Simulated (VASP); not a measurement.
A run of VASP 6.6.1:

Contents of INCAR:

```
PREC     = Accurate       # precision mode
ENCUT    = 520            # plane-wave cutoff, eV
EDIFF    = 1E-8           # SCF threshold, eV
ISMEAR   = -1             # smearing method
SIGMA    = 0.01           # smearing width, eV
LREAL    = Auto         
LASPH    = T              # aspherical terms in the spheres
NELM     = 100            # most SCF steps
ALGO     = Normal         # electronic algorithm
ISIF     = 2              # what is computed and relaxed
LWAVE    = F              # write WAVECAR
LCHARG   = F              # write CHGCAR
GGA      = PE             # functional
LEFG     = T            
NELECT   = 106.0        
NBANDS   = 86             # bands
```

KPOINTS

```
Automatic mesh
0
Gamma
  3 3 3
```

POSCAR

```
Li27H26
1.0
    0.0000000000      6.0258581757      6.0258581757
    6.0258581757      0.0000000000      6.0258581757
    6.0258581757      6.0258581757      0.0000000000
Li H
27 26
Direct
    0.0000000000      0.0000000000      0.0000000000
    0.0000000000      0.0000000000      0.3333333333
    0.0000000000      0.0000000000      0.6666666667
    0.0000000000      0.3333333333      0.0000000000
    0.0000000000      0.3333333333      0.3333333333
    0.0000000000      0.3333333333      0.6666666667
    0.0000000000      0.6666666667      0.0000000000
    0.0000000000      0.6666666667      0.3333333333
    0.0000000000      0.6666666667      0.6666666667
    0.3333333333      0.0000000000      0.0000000000
    0.3333333333      0.0000000000      0.3333333333
    0.3333333333      0.0000000000      0.6666666667
    0.3333333333      0.3333333333      0.0000000000
    0.3333333333      0.3333333333      0.3333333333
    0.3333333333      0.3333333333      0.6666666667
    0.3333333333      0.6666666667      0.0000000000
    0.3333333333      0.6666666667      0.3333333333
    0.3333333333      0.6666666667      0.6666666667
    0.6666666667      0.0000000000      0.0000000000
    0.6666666667      0.0000000000      0.3333333333
    0.6666666667      0.0000000000      0.6666666667
    0.6666666667      0.3333333333      0.0000000000
    0.6666666667      0.3333333333      0.3333333333
    0.6666666667      0.3333333333      0.6666666667
    0.6666666667      0.6666666667      0.0000000000
    0.6666666667      0.6666666667      0.3333333333
    0.6666666667      0.6666666667      0.6666666667
    0.1666666667      0.1666666667      0.5000000000
    0.1666666667      0.1666666667      0.8333333333
    0.1666666667      0.5000000000      0.1666666667
    0.1666666667      0.5000000000      0.5000000000
    0.1666666667      0.5000000000      0.8333333333
    0.1666666667      0.8333333333      0.1666666667
    0.1666666667      0.8333333333      0.5000000000
    0.1666666667      0.8333333333      0.8333333333
    0.5000000000      0.1666666667      0.1666666667
    0.5000000000      0.1666666667      0.5000000000
    0.5000000000      0.1666666667      0.8333333333
    0.5000000000      0.5000000000      0.1666666667
    0.5000000000      0.5000000000      0.5000000000
    0.5000000000      0.5000000000      0.8333333333
    0.5000000000      0.8333333333      0.1666666667
    0.5000000000      0.8333333333      0.5000000000
    0.5000000000      0.8333333333      0.8333333333
    0.8333333333      0.1666666667      0.1666666667
    0.8333333333      0.1666666667      0.5000000000
    0.8333333333      0.1666666667      0.8333333333
    0.8333333333      0.5000000000      0.1666666667
    0.8333333333      0.5000000000      0.5000000000
    0.8333333333      0.5000000000      0.8333333333
    0.8333333333      0.8333333333      0.1666666667
    0.8333333333      0.8333333333      0.5000000000
    0.8333333333      0.8333333333      0.8333333333
```

Potentials or basis: VASP PAW PBE potentials, release 64 (Li_sv, H).

Run with:

```bash
$ cat potpaw_PBE.64/Li_sv/POTCAR potpaw_PBE.64/H/POTCAR > POTCAR
$ mpirun -np 1 vasp_std > vasp.out
```

Hardware: 1 thread of Intel Xeon 6975P-C (shared host).

Question: Estimate the wall time of this run.

Answer: It took 14 min on 1 thread of Intel Xeon 6975P-C (shared host), peak memory 0.57 GiB. Counts: scf iterations 25, k points 4.
